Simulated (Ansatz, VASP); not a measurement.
## SnO in VASP and in Ansatz

Contents of INCAR:

```
SYSTEM = SnO
PREC     = Accurate       ! precision mode
ENCUT    = 520            ! plane-wave cutoff, eV
EDIFF    = 1E-6           ! SCF threshold, eV
ISMEAR   = 0              ! smearing method
SIGMA    = 0.15           ! smearing width, eV
LREAL    = .FALSE.        ! projectors in reciprocal space
LASPH    = .TRUE.         ! aspherical terms in the spheres
NELM     = 60             ! most SCF steps
ALGO     = Normal         ! electronic algorithm
ISIF     = 2              ! what is computed and relaxed
LWAVE    = .FALSE.        ! write WAVECAR
LCHARG   = .FALSE.        ! write CHGCAR
GGA      = PS             ! functional
NBANDS   = 28             ! bands
```

File KPOINTS:

```
Automatic mesh
0
G
  10 10 8
  0 0 0
```

File POSCAR:

```
SnO
1.0
    3.8042540618      0.0000000000      0.0000000000
    0.0000000000      3.8042540618      0.0000000000
    0.0000000000      0.0000000000      4.8693000000
Sn O
2 2
Direct
    0.0000000000      0.5000000000      0.2424656060
    0.5000000000      0.0000000000      0.7575343940
    0.0000000000      0.0000000000      0.0000000000
    0.5000000000      0.5000000000      0.0000000000
```

Input for Ansatz:

```yaml
crystal:
  lattice:
    - [3.8042540618, 0.0, 0.0]
    - [0.0, 3.8042540618, 0.0]
    - [0.0, 0.0, 4.8693]
  atoms:
    - { symbol: Sn, position: [0.0, 0.5, 0.242465606] }
    - { symbol: Sn, position: [0.5, 0.0, 0.757534394] }
    - { symbol: O, position: [0.0, 0.0, 0.0] }
    - { symbol: O, position: [0.5, 0.5, 0.0] }
basis:
  ecutwfc: 520.0
kpoints:
  mp_grid: { grid: [10, 10, 8] }
hamiltonian:
  xc: pbesol
  pseudopotentials: { kind: paw, azcp: { folder: soft_1 } }
scf:
  occupations: { method: gaussian, width: 0.15 }
output:
  forces: true
  stress: true
  eigenvalues: true
```

Alike in both runs: task single point; functional PBEsol; k mesh 10 × 10 × 8; occupations gaussian, width 0.15 eV; no spin polarisation.

|  | VASP | Ansatz |
| --- | --- | --- |
| version | VASP 6.6.1 | Ansatz 0.2.0 |
| potentials or method | VASP PAW PBE potentials, release 64 (Sn_d, O), cutoff 520 eV | scalar-relativistic, plane waves, PAW |
| valence electrons in the cell | 40 | 40 |

|  | VASP | Ansatz | Ansatz less VASP |
| --- | --- | --- | --- |
| gap on the k mesh at the Fermi level (eV) | none | none | - |
| pressure (GPa) | -1.7 | -2.0 | -0.28 |
| traceless stress, the component that is largest in VASP (GPa) | -0.93 | -0.94 | -0.013 |
| rms of the force components (eV/Å) | 0.143 | 0.181 | +0.0376 |

VASP's potentials were made for PBE, not for PBEsol, and Ansatz warns of the same on its side. Atom by atom the forces differ by 0.038 eV/Å (rms over components). A gap of «none» marks a metal or a gap that the smearing closes. With one functional, cell and mesh, what is left measures potentials, basis and numerics.
